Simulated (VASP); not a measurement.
# PbO (P6_3/mmc) in VASP: settings compared

Aim: see how the results for PbO move with the level of theory and the settings. Levels: r2SCAN, PBE. Tasks: single point.

Program: VASP 6.6.1. These are calculated values, not measurements. Logs are shortened: lines on timing, memory, paths and dates and some standing lists are left out, and cuts for length are marked.

**1. The cell of the first run**

The structure is hexagonal, space group P6_3/mmc (No. 194). The conventional cell has a = 4.260 Å, b = 4.260 Å, c = 5.277 Å, α = 90.00°, β = 90.00°, γ = 120.00°. Pb (site symmetry -6m2) has 5 O at 2.46 to 2.64 Å within 3.2 Å. Within 3.2 Å of O (site symmetry -6m2) lie 5 Pb at 2.46 to 2.64 Å.

**2. Single point, r2SCAN**

Contents of POSCAR:

```
PbO
1.0
    4.2603255223      0.0000000000      0.0000000000
   -2.1301627612      3.6895501307      0.0000000000
    0.0000000000      0.0000000000      5.2767566732
Pb O
2 2
Direct
    0.3333333333      0.6666666667      0.2500000000
    0.6666666667      0.3333333333      0.7500000000
    0.6666666667      0.3333333333      0.2500000000
    0.3333333333      0.6666666667      0.7500000000
```

Contents of INCAR.step1:

```
SYSTEM = PbO
  PREC = Accurate
  ENCUT = 520
  ISMEAR = 0
  SIGMA = 0.01
  LREAL = .FALSE.
  LASPH = .TRUE.
  NELM = 60
  NBANDS = 28
  GGA = PE
  ALGO = Normal
  EDIFF = 1E-4
  LWAVE = .TRUE.
  LCHARG = .FALSE.
```

Contents of INCAR.step2:

```
SYSTEM = PbO
  PREC = Accurate
  ENCUT = 520
  EDIFF = 1E-6
  ISMEAR = 0
  SIGMA = 0.01
  LREAL = .FALSE.
  LASPH = .TRUE.
  NELM = 60
  ALGO = Normal
  ISIF = 2
  LWAVE = .FALSE.
  LCHARG = .FALSE.
  METAGGA = R2SCAN
  LMIXTAU = .TRUE.
  NBANDS = 28
  ISTART = 1
```

Contents of KPOINTS:

```
Automatic mesh
0
G
  6 6 4
  0 0 0
```

Potentials or basis: VASP PAW PBE potentials, release 64 (Pb_d, O).

Started as:

```
> cat potpaw_PBE.64/Pb_d/POTCAR potpaw_PBE.64/O/POTCAR > POTCAR
> cp INCAR.step1 INCAR
> mpirun -np 1 vasp_std > vasp.out
> cp INCAR.step2 INCAR
> mpirun -np 1 vasp_std > vasp.out
```

OUTCAR:

```text
SYSTEM = PbO
   PREC = Accurate
   ENCUT = 520
   EDIFF = 1E-6
   ISMEAR = 0
   LREAL = .FALSE.
   LASPH = .TRUE.
   NELM = 60
   ISIF = 2
   METAGGA = R2SCAN
   ISTART = 1

 ion  position               nearest neighbor table
   1  0.333  0.667  0.250-   3 2.46   3 2.46   3 2.46   4 2.64   4 2.64   2 3.61   2 3.61   2 3.61
                             2 3.61   2 3.61   2 3.61
   2  0.667  0.333  0.750-   4 2.46   4 2.46   4 2.46   3 2.64   3 2.64   1 3.61   1 3.61   1 3.61
                             1 3.61   1 3.61   1 3.61
   3  0.667  0.333  0.250-   1 2.46   1 2.46   1 2.46   2 2.64   2 2.64
   4  0.333  0.667  0.750-   2 2.46   2 2.46   2 2.46   1 2.64   1 2.64

  LATTYP: Found a hexagonal cell.
 ALAT       =     4.2603255223
 C/A-ratio  =     1.2385806309

  Lattice vectors:

 A1 = (   4.2603255223,   0.0000000000,   0.0000000000)
 A2 = (  -2.1301627612,   3.6895501307,   0.0000000000)
 A3 = (   0.0000000000,   0.0000000000,   5.2767566732)

Analysis of symmetry for initial positions (statically):
=====================================================================
 Subroutine PRICEL returns:
 Original cell was already a primitive cell.

 Routine SETGRP: Setting up the symmetry group for a
 hexagonal supercell.

 Subroutine GETGRP returns: Found 24 space group operations
 (whereof 12 operations were pure point group operations)
 out of a pool of 24 trial point group operations.

The static configuration has the point symmetry D_3d.
 The point group associated with its full space group is D_6h.

Analysis of symmetry for dynamics (positions and initial velocities):
=====================================================================
 Subroutine PRICEL returns:
 Original cell was already a primitive cell.

 Routine SETGRP: Setting up the symmetry group for a
 hexagonal supercell.

 Subroutine GETGRP returns: Found 24 space group operations
 (whereof 12 operations were pure point group operations)
 out of a pool of 24 trial point group operations.

The dynamic configuration has the point symmetry D_3d.
 The point group associated with its full space group is D_6h.

 Subroutine INISYM returns: Found 24 space group operations
 (whereof 12 operations are pure point group operations),
 and found     1 'primitive' translations

----------------------------------------------------------------------------------------

                                     Primitive cell

  volume of cell :      82.9437

  direct lattice vectors                    reciprocal lattice vectors
     4.260325522  0.000000000  0.000000000     0.234723848  0.135517877  0.000000000
    -2.130162761  3.689550131  0.000000000     0.000000000  0.271035754  0.000000000
     0.000000000  0.000000000  5.276756673     0.000000000  0.000000000  0.189510349

  length of vectors
     4.260325522  4.260325522  5.276756673     0.271035754  0.271035754  0.189510349

  position of ions in fractional coordinates (direct lattice)
     0.333333333  0.666666667  0.250000000
     0.666666667  0.333333333  0.750000000
     0.666666667  0.333333333  0.250000000
     0.333333333  0.666666667  0.750000000

  ion indices of the primitive-cell ions
   primitive index   ion index
                 1           1
                 2           2
                 3           3
                 4           4

----------------------------------------------------------------------------------------

 KPOINTS: Automatic mesh

Automatic generation of k-mesh.
 Grid dimensions read from file:
 generate k-points for:    6    6    4

 Generating k-lattice:

  Cartesian coordinates                     Fractional coordinates (reciprocal lattice)
     0.039120641  0.022586313  0.000000000     0.166666667  0.000000000  0.000000000
     0.000000000  0.045172626  0.000000000     0.000000000  0.166666667  0.000000000
     0.000000000  0.000000000  0.047377587     0.000000000  0.000000000  0.250000000

  Length of vectors
     0.045172626  0.045172626  0.047377587

  Shift w.r.t. Gamma in fractional coordinates (k-lattice)
     0.000000000  0.000000000  0.000000000

 Subroutine IBZKPT returns following result:
 ===========================================

 Found     21 irreducible k-points:

 Following reciprocal coordinates:
            Coordinates               Weight
  0.000000  0.000000  0.000000      1.000000
  0.166667 -0.000000  0.000000      6.000000
  0.333333 -0.000000  0.000000      6.000000
  0.500000 -0.000000  0.000000      3.000000
  0.166667  0.166667  0.000000      6.000000
  0.333333  0.166667  0.000000     12.000000
[... 13 lines left out ...]
  0.333333  0.166667  0.500000     12.000000
  0.333333  0.333333  0.500000      2.000000
   k-points           NKPTS =     21   k-points in BZ     NKDIM =     21   number of bands    NBANDS=     28
   number of dos      NEDOS =    301   number of ions     NIONS =      4
   total plane-waves  NPLWV =  40960
   dimension x,y,z NGX =    32 NGY =   32 NGZ =   40
   dimension x,y,z NGXF=    64 NGYF=   64 NGZF=   80
   ions per type =               2   2
   NGX,Y,Z   is equivalent  to a cutoff of  12.49, 12.49, 12.60 a.u.
   NGXF,Y,Z  is equivalent  to a cutoff of  24.97, 24.97, 25.20 a.u.
 SYSTEM =  PbO
   PREC   = accura    normal or accurate (medium, high low for compatibility)
   ISTART =      1    job   : 0-new  1-cont  2-samecut
   ICHARG =      0    charge: 1-file 2-atom 10-const
   ISPIN  =      1    spin polarized calculation?
   LNONCOLLINEAR =      F non collinear calculations
   LSORBIT =      F    spin-orbit coupling
   LASPH  =      T    aspherical Exc in radial PAW
   ENCUT  =  520.0 eV  38.22 Ry    6.18 a.u.   7.92  7.92  9.81*2*pi/ulx,y,z
   NELM   =     60;   NELMIN=  2; NELMDL=  0     # of ELM steps
   EDIFF  = 0.1E-05   stopping-criterion for ELM
   LREAL  =      F    real-space projection
   EDIFFG = 0.1E-04   stopping-criterion for IOM
   NSW    =      0    number of steps for IOM
   IBRION =     -1    ionic relax: 0-MD 1-quasi-New 2-CG
   NFREE  =      0    steps in history (QN), initial steepest desc. (CG)
   ISIF   =      2    stress and relaxation
   ISYM   =      2    0-nonsym 1-usesym 2-fastsym
   POTIM  = 0.5000    time-step for ionic-motion
   TEBEG  =    0.0;   TEEND  =   0.0 temperature during run
   PSTRESS=    0.0 pullay stress
   NELECT =      40.0000    total number of electrons
   NUPDOWN=      -1.0000    fix difference up-down
   EMIN   =  10.00;   EMAX   =-10.00  energy-range for DOS
   EFERMI =   0.00;   METHOD = LEGACY
   ISMEAR =     0;   SIGMA  =   0.01  broadening in eV -4-tet -1-fermi 0-gaus
   EFERMI_NEDOS =   21; number of points for ismear=-14 and -15
   IALGO  =     38    algorithm
   IMIX   =      4    mixing-type and parameters
     AMIX     =   0.40;   BMIX     =  1.00
     AMIX_MAG =   1.60;   BMIX_MAG =  1.00
  volume/ion in A,a.u.               =      20.74       139.93
  Fermi-wavevector in a.u.,A,eV,Ry     =   1.283809  2.426047 22.424653  1.648165
  Thomas-Fermi vector in A             =   2.416040
   LORBIT       =      0    0 simple, 1 ext, 2 COOP (PROOUT), +10 PAW based schemes
   METAGGA = R2SCAN    functional components
   LHFCALC =     F    Hartree Fock is set to
   AEXX    =    0.0000 exact exchange contribution
   IVDW    =     0    specifies the selected vdW correction
   LEPSILON=     F    determine dielectric tensor
   LRPA    =     F    only Hartree local field effects (RPA)
 non-spin polarized calculation
 Gauss-broadening in eV      SIGMA  =   0.01
  energy-cutoff  :      520.00
  volume of cell :       82.94
 maximum number of plane-waves:      2250
 NGX is ok and might be reduce to    32
   NGX = 15   NGY = 15   NGZ = 19

 number of electron      39.9999999 magnetization

 Free energy of the ion-electron system (eV)
  ---------------------------------------------------
  ext. energy  EPLUGINS =         0.00000000
  ---------------------------------------------------
  free energy    TOTEN  =      -128.47028629 eV

  energy without entropy =     -128.47028629  energy(sigma->0) =     -128.47028629

 E-fermi :   5.1965     XC(G=0): -10.2337

 val. band max:        5.1364646887   @ k =   0.3333   0.3333   0.5000
 cond. band min:       6.7110117018   @ k =   0.3333   0.3333   0.5000
 fundamental gap:      1.5745470131
 Fermi energy:         5.1965014377

 k-point     1 :       0.0000    0.0000    0.0000
  band No.  band energies     occupation
      1     -13.8898      2.00000
      2     -13.7964      2.00000
      3     -12.0129      2.00000
      4     -12.0129      2.00000
      5     -11.9512      2.00000
      6     -11.9512      2.00000
[... 20 lines left out ...]
     27      13.6638      0.00000
     28      15.5906      0.00000

 k-point     2 :       0.1667   -0.0000    0.0000
  band No.  band energies     occupation
      1     -13.8713      2.00000
      2     -13.7838      2.00000
      3     -12.0224      2.00000
      4     -12.0128      2.00000
      5     -11.9400      2.00000
      6     -11.9307      2.00000
[... 20 lines left out ...]
     27      13.9349      0.00000
     28      15.3339      0.00000

 k-point     3 :       0.3333   -0.0000    0.0000
  band No.  band energies     occupation
      1     -13.8329      2.00000
      2     -13.7698      2.00000
      3     -12.0396      2.00000
      4     -12.0128      2.00000
      5     -11.9138      2.00000
      6     -11.8944      2.00000
[... 20 lines left out ...]
     27      14.2885      0.00000
     28      15.0881      0.00000

 k-point     4 :       0.5000   -0.0000    0.0000
  band No.  band energies     occupation
      1     -13.8102      2.00000
      2     -13.7710      2.00000
      3     -12.0474      2.00000
      4     -12.0127      2.00000
      5     -11.9000      2.00000
      6     -11.8919      2.00000
[... 485 lines left out ...]
     27      14.9805      0.00000
     28      14.9805      0.00000

 k-point    20 :       0.3333    0.1667    0.5000
  band No.  band energies     occupation
      1     -13.6285      2.00000
      2     -13.6285      2.00000
      3     -12.0025      2.00000
      4     -12.0025      2.00000
      5     -11.9594      2.00000
      6     -11.9594      2.00000
[... 20 lines left out ...]
     27      15.5854      0.00000
     28      15.5854      0.00000

 k-point    21 :       0.3333    0.3333    0.5000
  band No.  band energies     occupation
      1     -13.6212      2.00000
      2     -13.6212      2.00000
      3     -12.0099      2.00000
      4     -12.0099      2.00000
      5     -11.9530      2.00000
      6     -11.9530      2.00000
[... 20 lines left out ...]
     27      16.2663      0.00000
     28      16.2663      0.00000

------------------------ aborting loop because EDIFF is reached ----------------------------------------

  FORCE on cell =-STRESS in cart. coord.  units (eV):
  Direction    XX          YY          ZZ          XY          YZ          ZX
  --------------------------------------------------------------------------------------
  -------------------------------------------------------------------------------------
  Total        0.1228344      0.1228344      0.0592507     -0.0000000      0.0000000      0.0000000
  in kB        2.3727247      2.3727247      1.1445131     -0.0000000      0.0000000      0.0000000
  external PRESSURE =       1.9633208 kB  Pullay stress =       0.0000000 kB

 VOLUME and BASIS-vectors are now :
 -----------------------------------------------------------------------------
  energy-cutoff  :      520.00
  volume of cell :       82.94
      direct lattice vectors                 reciprocal lattice vectors
     4.260325522  0.000000000  0.000000000     0.234723848  0.135517877  0.000000000
    -2.130162761  3.689550131  0.000000000     0.000000000  0.271035754  0.000000000
     0.000000000  0.000000000  5.276756673     0.000000000  0.000000000  0.189510349

 POSITION                                       TOTAL-FORCE (eV/Angst)
 -----------------------------------------------------------------------------------
     -0.00000      2.45970      1.31919         0.000000      0.000000      0.000000
      2.13016      1.22985      3.95757        -0.000000      0.000000      0.000000
      2.13016      1.22985      1.31919         0.000000     -0.000000      0.000000
     -0.00000      2.45970      3.95757         0.000000      0.000000      0.000000
 -----------------------------------------------------------------------------------
    total drift:                                0.000000     -0.000000      0.000000

  FREE ENERGIE OF THE ION-ELECTRON SYSTEM (eV)
  ---------------------------------------------------
  free  energy   TOTEN  =      -128.4702862881 eV

  energy  without entropy=     -128.4702862881  energy(sigma->0) =     -128.47028629
```

It took 58 s on 1 thread of Intel Xeon 6975P-C (Granite Rapids), shared host; peak memory 0.21 GiB.

Results:

```
Free energy            : -128.4703 eV
Pressure               : 0.2 GPa
Band gap on the k mesh : 1.57 eV, direct
```

Stress tensor (GPa, compression positive):
```
0.24 0.00 0.00
0.00 0.24 0.00
0.00 0.00 0.11
```

Caveat: the PAW data sets were made with another functional, which shifts forces and pressure a little; spin-orbit coupling is left out, which moves the levels of the heavy elements. r2SCAN opens gaps a little over a GGA but as a rule still falls short of measured ones.

**3. Single point, r2SCAN (volume changed by +3%)**

Contents of POSCAR:

```
PbO
1.0
    4.3025097066      0.0000000000      0.0000000000
   -2.1512548533      3.7260827059      0.0000000000
    0.0000000000      0.0000000000      5.3290051867
Pb O
2 2
Direct
    0.3333333333      0.6666666667      0.2500000000
    0.6666666667      0.3333333333      0.7500000000
    0.6666666667      0.3333333333      0.2500000000
    0.3333333333      0.6666666667      0.7500000000
```

Contents of INCAR.step1:

```
SYSTEM = PbO
PREC     = Accurate       ! precision mode
ENCUT    = 520            ! plane-wave cutoff, eV
ISMEAR   = 0              ! smearing method
SIGMA    = 0.01           ! smearing width, eV
LREAL    = .FALSE.        ! projectors in reciprocal space
LASPH    = .TRUE.         ! aspherical terms in the spheres
NELM     = 80             ! most SCF steps
NBANDS   = 28             ! bands
GGA      = PE             ! functional
ALGO     = Normal         ! electronic algorithm
EDIFF    = 1E-4           ! SCF threshold, eV
LWAVE    = .TRUE.         ! write WAVECAR
LCHARG   = .FALSE.        ! write CHGCAR
```

Contents of INCAR.step2:

```
SYSTEM = PbO
PREC     = Accurate       ! precision mode
ENCUT    = 520            ! plane-wave cutoff, eV
EDIFF    = 1E-7           ! SCF threshold, eV
ISMEAR   = 0              ! smearing method
SIGMA    = 0.01           ! smearing width, eV
LREAL    = .FALSE.        ! projectors in reciprocal space
LASPH    = .TRUE.         ! aspherical terms in the spheres
NELM     = 80             ! most SCF steps
ALGO     = Normal         ! electronic algorithm
ISIF     = 2              ! what is computed and relaxed
LWAVE    = .FALSE.        ! write WAVECAR
LCHARG   = .FALSE.        ! write CHGCAR
METAGGA  = R2SCAN         ! meta-GGA
LMIXTAU  = .TRUE.       
NBANDS   = 28             ! bands
ISTART   = 1
```

KPOINTS is that of step 2.

Potentials or basis: VASP PAW PBE potentials, release 64 (Pb_d, O).

Started as:

```
> cat potpaw_PBE.64/Pb_d/POTCAR potpaw_PBE.64/O/POTCAR > POTCAR
> cp INCAR.step1 INCAR
> mpirun -np 1 vasp_std > vasp.out
> cp INCAR.step2 INCAR
> mpirun -np 1 vasp_std > vasp.out
```

It took 70 s on 1 thread of Intel Xeon 6975P-C (Granite Rapids), shared host; peak memory 0.22 GiB.

Results (log left out):

* Free energy: -128.4577 eV
* Pressure: -2.0 GPa
* Band gap on the k mesh: 1.60 eV, direct

Levels at points of the mesh, in eV from the valence-band top:
| k point | band 16 | band 17 | band 18 | band 19 | band 20 | band 21 | band 22 | band 23 | band 24 | band 25 |
| --- | --- | --- | --- | --- | --- | --- | --- | --- | --- | --- |
| (0.00, 0.00, 0.00) | -3.31 | -3.31 | -2.50 | -2.50 | -2.49 | 4.14 | 4.41 | 4.41 | 5.10 | 5.10 |
| (0.50, 0.00, 0.00) | -4.06 | -3.21 | -2.91 | -1.75 | -1.26 | 2.02 | 4.17 | 4.80 | 4.98 | 5.32 |
| (0.00, 0.00, 0.50) | -2.85 | -2.85 | -2.85 | -1.51 | -1.51 | 3.49 | 3.49 | 4.41 | 4.41 | 4.41 |
| (0.50, 0.00, 0.50) | -3.50 | -2.58 | -2.58 | -0.68 | -0.68 | 1.61 | 1.61 | 4.50 | 4.50 | 5.59 |

Caveat: the PAW data sets were made with another functional, which shifts forces and pressure a little; spin-orbit coupling is left out, which moves the levels of the heavy elements. A k mesh can miss the band edges.

**4. Single point, r2SCAN (volume changed by +6%)**

Contents of POSCAR:

```
PbO
1.0
    4.3438825303      0.0000000000      0.0000000000
   -2.1719412652      3.7619126223      0.0000000000
    0.0000000000      0.0000000000      5.3802487648
Pb O
2 2
Direct
    0.3333333333      0.6666666667      0.2500000000
    0.6666666667      0.3333333333      0.7500000000
    0.6666666667      0.3333333333      0.2500000000
    0.3333333333      0.6666666667      0.7500000000
```

Contents of INCAR.step1:

```
ALGO = Normal ; EDIFF = 1E-4
ENCUT = 520 ; GGA = PE
ISMEAR = 0 ; LASPH = T
LCHARG = F ; LREAL = F
LWAVE = T ; NBANDS = 28
NELM = 100 ; PREC = Accurate
SIGMA = 0.01
```

Contents of INCAR.step2:

```
ALGO = Normal ; EDIFF = 1E-7
ENCUT = 520 ; ISIF = 2
ISMEAR = 0 ; ISTART = 1
LASPH = T ; LCHARG = F
LMIXTAU = T ; LREAL = F
LWAVE = F ; METAGGA = R2SCAN
NBANDS = 28 ; NELM = 100
PREC = Accurate ; SIGMA = 0.01
```

Contents of KPOINTS:

```
k-points
0
Gamma
  6 6 4
```

Started as:

```
> cat potpaw_PBE.64/Pb_d/POTCAR potpaw_PBE.64/O/POTCAR > POTCAR
> cp INCAR.step1 INCAR
> mpirun -np 1 vasp_std > vasp.out
> cp INCAR.step2 INCAR
> mpirun -np 1 vasp_std > vasp.out
```

Run time: 65 s. Hardware: 1 thread of Intel Xeon 6975P-C (Granite Rapids), shared host; peak memory 0.22 GiB.

Results (log left out):

```yaml
Free_energy: -128.4131 eV
Pressure: -3.9 GPa
Band_gap_on_the_k_mesh: 1.63 eV, direct
```

Levels at points of the mesh, in eV from the valence-band top:
| k point | band 18 | band 19 | band 20 | band 21 | band 22 | band 23 |
| --- | --- | --- | --- | --- | --- | --- |
| (0.00, 0.00, 0.00) | -2.34 | -2.34 | -2.32 | 4.13 | 4.40 | 4.40 |
| (0.50, 0.00, 0.00) | -2.73 | -1.69 | -1.19 | 2.07 | 4.12 | 4.81 |
| (0.00, 0.00, 0.50) | -2.69 | -1.43 | -1.43 | 3.46 | 3.46 | 4.40 |
| (0.50, 0.00, 0.50) | -2.41 | -0.65 | -0.65 | 1.64 | 1.64 | 4.49 |

Caveat: the PAW data sets were made with another functional, which shifts forces and pressure a little; spin-orbit coupling is left out, which moves the levels of the heavy elements. A k mesh can miss the band edges.

(Part 1 of 2 ends here.)
